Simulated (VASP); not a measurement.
Mg:

```
Mg
1.0
     3.14379    0.00000    0.00000
    -1.57189    2.72260    0.00000
     0.00000    0.00000    5.10394
Mg
2
Direct
  0.66667 0.33333 0.75000
  0.33333 0.66667 0.25000
```

Base run:

* Program: VASP 6.6.1
* Functional: PBE
* Potentials or basis: VASP PAW PBE potentials, release 64 (Mg)
* Cutoff: 520 eV
* k mesh: 10 × 10 × 5
* Occupations: fermi-dirac, width 0.05 eV
* Spin: no spin polarisation

Its results: band gap on the k mesh zero (band 2 reaches 3.54 eV, above the bottom of band 3 at 1.66 eV); pressure 1.9 GPa.

The run is repeated on the same cell with these changes: dispersion from none to D3(BJ). What comes out?

Band gap on the k mesh zero (band 2 reaches 3.54 eV, above the bottom of band 3 at 1.66 eV); pressure -0.3 GPa.

Dispersion adds attraction, which lowers the pressure at fixed volume and, as a term added to the energy, leaves the levels alone.

Caveats: pairwise dispersion overbinds metals, which lowers pressure and volume (some runs).
